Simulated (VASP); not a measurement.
# WSe (P6_3/mmc) in VASP: single point with r2SCAN+U

Aim: the single point of WSe with r2SCAN+U.

Program: VASP 6.6.1. These are calculated values, not measurements. Logs are shortened: lines on timing, memory, paths and dates and some standing lists are left out, and cuts for length are marked.

## (1) The cell of the first run

The structure is hexagonal, space group P6_3/mmc (No. 194). The conventional cell has a = 4.037 Å, b = 4.037 Å, c = 6.753 Å, α = 90.00°, β = 90.00°, γ = 120.00°. W (site symmetry -3m) has 6 Se at 2.88 Å and 2 W at 3.38 Å within 3.8 Å. Se (site symmetry -6m2) has 6 W at 2.88 Å within 3.8 Å.

## (2) Single point, r2SCAN+U, collinear spin

POSCAR reads:

```
WSe
1.0
    4.0372571324      0.0000000000      0.0000000000
   -2.0186285662      3.4963672383      0.0000000000
    0.0000000000      0.0000000000      6.7531449163
W Se
2 2
Direct
    0.0000000000      0.0000000000      0.0000000000
    0.0000000000      0.0000000000      0.5000000000
    0.3333333333      0.6666666667      0.2500000000
    0.6666666667      0.3333333333      0.7500000000
```

INCAR.step1 reads:

```
ALGO = Normal
EDIFF = 1E-4
ENCUT = 520
GGA = PE
ISMEAR = 0
ISPIN = 2
LASPH = T
LCHARG = F
LDAU = T
LDAUJ = 0 0
LDAUL = 2 -1
LDAUTYPE = 2
LDAUU = 6.2 0
LMAXMIX = 4
LREAL = F
LWAVE = T
MAGMOM = 0.5 0.5 0 0
NBANDS = 32
NELM = 150
PREC = Accurate
SIGMA = 0.1
```

INCAR.step2 reads:

```
ALGO = Normal
EDIFF = 1E-7
ENCUT = 520
ISIF = 2
ISMEAR = 0
ISPIN = 2
ISTART = 1
LASPH = T
LCHARG = F
LDAU = T
LDAUJ = 0 0
LDAUL = 2 -1
LDAUPRINT = 1
LDAUTYPE = 2
LDAUU = 6.2 0
LMAXMIX = 4
LMIXTAU = T
LORBIT = 11
LREAL = F
LWAVE = F
MAGMOM = 0.5 0.5 0 0
METAGGA = R2SCAN
NBANDS = 32
NELM = 150
PREC = Accurate
SIGMA = 0.1
```

KPOINTS reads:

```
k-points
0
Gamma
  12 12 6
```

Potentials or basis: VASP PAW PBE potentials, release 64 (W_sv, Se).

Run with:

```
$ cat potpaw_PBE.64/W_sv/POTCAR potpaw_PBE.64/Se/POTCAR > POTCAR
$ cp INCAR.step1 INCAR
$ mpirun -np 1 vasp_std > vasp.out
$ cp INCAR.step2 INCAR
$ mpirun -np 1 vasp_std > vasp.out
```

OUTCAR:

```text
EDIFF = 1E-7
   ENCUT = 520
   ISIF = 2
   ISMEAR = 0
   ISPIN = 2
   ISTART = 1
   LASPH = T
   LORBIT = 11
   LREAL = F
   METAGGA = R2SCAN
   NELM = 150
   PREC = Accurate

 ion  position               nearest neighbor table
   1  0.000  0.000  0.000-   3 2.88   4 2.88   4 2.88   3 2.88   4 2.88   3 2.88   2 3.38   2 3.38

   2  0.000  0.000  0.500-   3 2.88   4 2.88   4 2.88   3 2.88   4 2.88   3 2.88   1 3.38   1 3.38

   3  0.333  0.667  0.250-   1 2.88   2 2.88   1 2.88   2 2.88   1 2.88   2 2.88
   4  0.667  0.333  0.750-   1 2.88   2 2.88   1 2.88   2 2.88   1 2.88   2 2.88

  LATTYP: Found a hexagonal cell.
 ALAT       =     4.0372571324
 C/A-ratio  =     1.6727061703

  Lattice vectors:

 A1 = (   4.0372571324,   0.0000000000,   0.0000000000)
 A2 = (  -2.0186285662,   3.4963672383,   0.0000000000)
 A3 = (   0.0000000000,   0.0000000000,   6.7531449163)

Analysis of symmetry for initial positions (statically):
=====================================================================
 Subroutine PRICEL returns:
 Original cell was already a primitive cell.

 Routine SETGRP: Setting up the symmetry group for a
 hexagonal supercell.

 Subroutine GETGRP returns: Found 24 space group operations
 (whereof 12 operations were pure point group operations)
 out of a pool of 24 trial point group operations.

The static configuration has the point symmetry D_3d.
 The point group associated with its full space group is D_6h.

Analysis of symmetry for dynamics (positions and initial velocities):
=====================================================================
 Subroutine PRICEL returns:
 Original cell was already a primitive cell.

 Routine SETGRP: Setting up the symmetry group for a
 hexagonal supercell.

 Subroutine GETGRP returns: Found 24 space group operations
 (whereof 12 operations were pure point group operations)
 out of a pool of 24 trial point group operations.

The dynamic configuration has the point symmetry D_3d.
 The point group associated with its full space group is D_6h.

Analysis of structural, dynamic, and magnetic symmetry:
=====================================================================
 Subroutine PRICEL returns:
 Original cell was already a primitive cell.

 Routine SETGRP: Setting up the symmetry group for a
 hexagonal supercell.

 Subroutine GETGRP returns: Found 24 space group operations
 (whereof 12 operations were pure point group operations)
 out of a pool of 24 trial point group operations.

The overall configuration has the point symmetry D_3d.
 The point group associated with its full space group is D_6h.

 Subroutine INISYM returns: Found 24 space group operations
 (whereof 12 operations are pure point group operations),
 and found     1 'primitive' translations

----------------------------------------------------------------------------------------

                                     Primitive cell

  volume of cell :      95.3256

  direct lattice vectors                    reciprocal lattice vectors
     4.037257132  0.000000000  0.000000000     0.247692918  0.143005573  0.000000000
[... 144 lines left out ...]
spin component  2

  0.0231  0.0000  0.0000 -0.0215  0.0000
  0.0000  0.0408 -0.0000  0.0000 -0.0215
  0.0000 -0.0000  0.0119  0.0000  0.0000
 -0.0215  0.0000  0.0000  0.0408 -0.0000
  0.0000 -0.0215  0.0000 -0.0000  0.0231

 occupancies and eigenvectors

  o =  0.0086  v =  0.0000  0.0000  0.0000  0.0000  0.0000 -0.8312  0.0001 -0.0000 -0.5560  0.0001      0.0000  0.0000  0.0000  0.0000  0.0000  0.0000  0.0000  0.0000  0.0000  0.0000
  o =  0.0086  v =  0.0000  0.0000  0.0000  0.0000  0.0000 -0.0001 -0.5560  0.0000 -0.0001 -0.8312      0.0000  0.0000  0.0000  0.0000  0.0000  0.0000  0.0000  0.0000  0.0000  0.0000
  o =  0.0119  v =  0.0000  0.0000  0.0000  0.0000  0.0000  0.0000  0.0000  1.0000  0.0000  0.0000      0.0000  0.0000  0.0000  0.0000  0.0000  0.0000  0.0000  0.0000  0.0000  0.0000
  o =  0.0552  v =  0.0000  0.0000  0.0000  0.0000  0.0000 -0.5560 -0.0000  0.0000  0.8312  0.0000      0.0000  0.0000  0.0000  0.0000  0.0000  0.0000  0.0000  0.0000  0.0000  0.0000
  o =  0.0552  v =  0.0000  0.0000  0.0000  0.0000  0.0000  0.0000 -0.8312  0.0000 -0.0000  0.5560      0.0000  0.0000  0.0000  0.0000  0.0000  0.0000  0.0000  0.0000  0.0000  0.0000
  o =  0.5020  v =  0.5593 -0.0000 -0.0000 -0.8290  0.0000  0.0000  0.0000  0.0000  0.0000  0.0000      0.0000  0.0000  0.0000  0.0000  0.0000  0.0000  0.0000  0.0000  0.0000  0.0000
  o =  0.5020  v = -0.0000 -0.8290 -0.0000  0.0000  0.5593  0.0000  0.0000  0.0000  0.0000  0.0000      0.0000  0.0000  0.0000  0.0000  0.0000  0.0000  0.0000  0.0000  0.0000  0.0000
  o =  0.7767  v =  0.0000 -0.0000  1.0000  0.0000 -0.0000  0.0000  0.0000  0.0000  0.0000  0.0000      0.0000  0.0000  0.0000  0.0000  0.0000  0.0000  0.0000  0.0000  0.0000  0.0000
  o =  0.7813  v =  0.8290  0.0000  0.0000  0.5593  0.0000  0.0000  0.0000  0.0000  0.0000  0.0000      0.0000  0.0000  0.0000  0.0000  0.0000  0.0000  0.0000  0.0000  0.0000  0.0000
  o =  0.7813  v = -0.0000  0.5593  0.0000 -0.0000  0.8290  0.0000  0.0000  0.0000  0.0000  0.0000      0.0000  0.0000  0.0000  0.0000  0.0000  0.0000  0.0000  0.0000  0.0000  0.0000

atom =   2  type =  1  l = 2

 onsite density matrix

spin component  1

  0.6940 -0.0000 -0.0000 -0.1295  0.0000
 -0.0000  0.5894 -0.0000  0.0000 -0.1295
 -0.0000 -0.0000  0.7767  0.0000  0.0000
 -0.1295  0.0000  0.0000  0.5894  0.0000
  0.0000 -0.1295  0.0000  0.0000  0.6940

spin component  2

  0.0231 -0.0000  0.0000  0.0215  0.0000
 -0.0000  0.0408  0.0000  0.0000  0.0215
  0.0000  0.0000  0.0119 -0.0000  0.0000
  0.0215  0.0000 -0.0000  0.0408  0.0000
  0.0000  0.0215  0.0000  0.0000  0.0231

 occupancies and eigenvectors

  o =  0.0086  v =  0.0000  0.0000  0.0000  0.0000  0.0000  0.8312  0.0000  0.0000 -0.5560 -0.0001      0.0000  0.0000  0.0000  0.0000  0.0000  0.0000  0.0000  0.0000  0.0000  0.0000
  o =  0.0086  v =  0.0000  0.0000  0.0000  0.0000  0.0000 -0.0001  0.5560  0.0000  0.0000 -0.8312      0.0000  0.0000  0.0000  0.0000  0.0000  0.0000  0.0000  0.0000  0.0000  0.0000
  o =  0.0119  v =  0.0000  0.0000  0.0000  0.0000  0.0000 -0.0000  0.0000 -1.0000  0.0000 -0.0000      0.0000  0.0000  0.0000  0.0000  0.0000  0.0000  0.0000  0.0000  0.0000  0.0000
  o =  0.0552  v =  0.0000  0.0000  0.0000  0.0000  0.0000 -0.5560  0.0000  0.0000 -0.8312  0.0000      0.0000  0.0000  0.0000  0.0000  0.0000  0.0000  0.0000  0.0000  0.0000  0.0000
  o =  0.0552  v =  0.0000  0.0000  0.0000  0.0000  0.0000  0.0000  0.8312  0.0000  0.0000  0.5560      0.0000  0.0000  0.0000  0.0000  0.0000  0.0000  0.0000  0.0000  0.0000  0.0000
  o =  0.5020  v = -0.5593  0.0000 -0.0000 -0.8290  0.0000  0.0000  0.0000  0.0000  0.0000  0.0000      0.0000  0.0000  0.0000  0.0000  0.0000  0.0000  0.0000  0.0000  0.0000  0.0000
  o =  0.5020  v =  0.0000  0.8290 -0.0000  0.0000  0.5593  0.0000  0.0000  0.0000  0.0000  0.0000      0.0000  0.0000  0.0000  0.0000  0.0000  0.0000  0.0000  0.0000  0.0000  0.0000
  o =  0.7767  v = -0.0000 -0.0000 -1.0000  0.0000  0.0000  0.0000  0.0000  0.0000  0.0000  0.0000      0.0000  0.0000  0.0000  0.0000  0.0000  0.0000  0.0000  0.0000  0.0000  0.0000
  o =  0.7813  v =  0.8290  0.0000 -0.0000 -0.5593 -0.0000  0.0000  0.0000  0.0000  0.0000  0.0000      0.0000  0.0000  0.0000  0.0000  0.0000  0.0000  0.0000  0.0000  0.0000  0.0000
  o =  0.7813  v = -0.0000  0.5593 -0.0000  0.0000 -0.8290  0.0000  0.0000  0.0000  0.0000  0.0000      0.0000  0.0000  0.0000  0.0000  0.0000  0.0000  0.0000  0.0000  0.0000  0.0000

 number of electron      40.0000005 magnetization       7.9941452

 Free energy of the ion-electron system (eV)
  ---------------------------------------------------
  ext. energy  EPLUGINS =         0.00000000
  ---------------------------------------------------
  free energy    TOTEN  =      -118.04409304 eV

  energy without entropy =     -118.03601513  energy(sigma->0) =     -118.04005409

 E-fermi :   6.4562     XC(G=0): -10.8359

 val. band max:        6.4503034863   @ k =   0.5000   0.0000   0.0000
 cond. band min:       6.4653032941   @ k =   0.0833   0.0000   0.5000
 fundamental gap:      0.0149998078
 Fermi energy:         6.4561788591

 spin component 1

 k-point     1 :       0.0000    0.0000    0.0000
  band No.  band energies     occupation
      1     -70.7084      1.00000
      2     -70.7044      1.00000
      3     -34.7837      1.00000
      4     -34.6655      1.00000
      5     -34.6655      1.00000
      6     -34.6609      1.00000
[... 1673 lines left out ...]
     31      14.2832      0.00000
     32      14.7213      0.00000

 [... further k-points ...]

------------------------ aborting loop because EDIFF is reached ----------------------------------------

  FORCE on cell =-STRESS in cart. coord.  units (eV):
  Direction    XX          YY          ZZ          XY          YZ          ZX
  --------------------------------------------------------------------------------------
  -------------------------------------------------------------------------------------
  Total       -1.3380303     -1.3380303     -0.6860023      0.0000000     -0.0000000     -0.0000000
  in kB      -22.4888373    -22.4888373    -11.5299285      0.0000000     -0.0000000     -0.0000000
  external PRESSURE =     -18.8358677 kB  Pullay stress =       0.0000000 kB

 VOLUME and BASIS-vectors are now :
 -----------------------------------------------------------------------------
  energy-cutoff  :      520.00
  volume of cell :       95.33
      direct lattice vectors                 reciprocal lattice vectors
     4.037257132  0.000000000  0.000000000     0.247692918  0.143005573  0.000000000
    -2.018628566  3.496367238  0.000000000     0.000000000  0.286011146  0.000000000
     0.000000000  0.000000000  6.753144916     0.000000000  0.000000000  0.148079156

 POSITION                                       TOTAL-FORCE (eV/Angst)
 -----------------------------------------------------------------------------------
      0.00000      0.00000      0.00000         0.000000      0.000000     -0.000000
      0.00000      0.00000      3.37657        -0.000000      0.000000     -0.000000
     -0.00000      2.33091      1.68829        -0.000000      0.000000     -0.000000
      2.01863      1.16546      5.06486        -0.000000     -0.000000      0.000000
 -----------------------------------------------------------------------------------
    total drift:                                0.000000      0.000000      0.000000

  FREE ENERGIE OF THE ION-ELECTRON SYSTEM (eV)
  ---------------------------------------------------
  free  energy   TOTEN  =      -118.0440930450 eV

  energy  without entropy=     -118.0360151329  energy(sigma->0) =     -118.04005409

 total charge

# of ion       s       p       d       tot
------------------------------------------
    1        2.249   6.077   3.444  11.771
    2        2.249   6.077   3.444  11.771
    3        1.461   2.379   0.041   3.881
    4        1.461   2.379   0.041   3.881
--------------------------------------------------
tot          7.421  16.912   6.971  31.304

 magnetization (x)

# of ion       s       p       d       tot
------------------------------------------
    1        0.122   0.031   3.172   3.326
    2        0.122   0.031   3.172   3.326
    3        0.037  -0.177   0.034  -0.106
    4        0.037  -0.177   0.034  -0.106
--------------------------------------------------
tot          0.319  -0.291   6.411   6.439
```

Wall time 17 min (1 thread of Intel Xeon 6975P-C (Granite Rapids), shared host); peak memory 0.48 GiB.

What came out:

```yaml
Free_energy: -118.0441 eV
Pressure: -1.9 GPa
Band_gap_on_the_k_mesh: zero (filled and empty bands overlap)
Net_moment: 7.99 μB per cell
Site_moments: W +3.33; Se -0.11 μB
Valence_electrons_inside_the_program's_atomic_spheres: W 11.77; Se 3.88
```

Stress tensor (GPa, compression positive):
```
-2.25  0.00  0.00
 0.00 -2.25  0.00
 0.00  0.00 -1.15
```

Levels at points of the mesh, in eV from the Fermi level:
Spin up:
| k point | band 20 | band 21 | band 22 | band 23 | band 24 | band 25 | band 26 | band 27 | band 28 | band 29 |
| --- | --- | --- | --- | --- | --- | --- | --- | --- | --- | --- |
| (0.00, 0.00, 0.00) | -2.91 | -2.91 | -1.44 | -1.44 | -1.43 | -1.32 | 1.61 | 2.10 | 2.10 | 5.17 |
| (0.50, 0.00, 0.00) | -2.94 | -2.79 | -2.28 | -1.33 | -0.44 | 0.16 | 2.03 | 2.23 | 3.27 | 3.53 |
| (0.00, 0.00, 0.50) | -3.52 | -3.52 | -3.52 | 0.52 | 0.52 | 0.52 | 0.52 | 1.78 | 1.78 | 5.24 |
| (0.50, 0.00, 0.50) | -2.83 | -2.71 | -2.71 | 0.14 | 0.14 | 0.16 | 0.16 | 1.27 | 1.27 | 6.24 |
Spin down:
```
           k point  band 12  band 13  band 14  band 15  band 16  band 17  band 18  band 19  band 20  band 21
(0.00, 0.00, 0.00)    -4.23    -4.23    -3.12    -3.02    -3.02     0.47     0.91     1.98     1.98     2.16
(0.50, 0.00, 0.00)    -5.50    -4.86    -4.81    -4.35    -4.10    -0.01     1.63     3.17     3.57     3.98
(0.00, 0.00, 0.50)    -5.44    -3.72    -3.72    -3.72    -3.72     1.53     1.53     2.76     2.76     2.76
(0.50, 0.00, 0.50)    -6.49    -4.40    -4.40    -4.22    -4.22     1.22     1.22     2.13     2.13     4.02
```

Eigenvalues of the final occupation matrices:
```csv
site,spin,trace,eigenvalues
site 1 d,1,3.34,0.50 0.50 0.78 0.78 0.78
site 1 d,2,0.14,0.01 0.01 0.01 0.06 0.06
site 2 d,1,3.34,0.50 0.50 0.78 0.78 0.78
site 2 d,2,0.14,0.01 0.01 0.01 0.06 0.06
```

Caveat: the PAW data sets were made with another functional, which shifts forces and pressure a little; spin-orbit coupling is left out, which moves the levels of the heavy elements.
